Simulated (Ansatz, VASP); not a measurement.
**HgTe in VASP and in Ansatz**

```
Hg Te
1.0
     0.00000    3.21450    3.21450
     3.21450    0.00000    3.21450
     3.21450    3.21450    0.00000
Hg Te
1 1
Direct
  0.00000 0.00000 0.00000
  0.25000 0.25000 0.25000
```

Alike in both runs: task single point; functional PBE; k mesh 6 × 6 × 6; occupations gaussian, width 0.05 eV; no spin polarisation.

|  | VASP | Ansatz |
| --- | --- | --- |
| version | VASP 6.6.1 | Ansatz 0.2.0 |
| potentials or method | VASP PAW PBE potentials, release 64 (Hg, Te), cutoff 520 eV | plane waves, PAW |
| valence electrons in the cell | 18 | 36 |

Ansatz gave:

- pressure (GPa): 4.6

Question: What did VASP give for the same quantities?

Answer: Pressure (GPa): 4.7.

VASP's potentials hold 18 valence electrons a cell and Ansatz's 36, so a difference there can come from the potentials and not from the codes.

Spin-orbit coupling is off throughout.
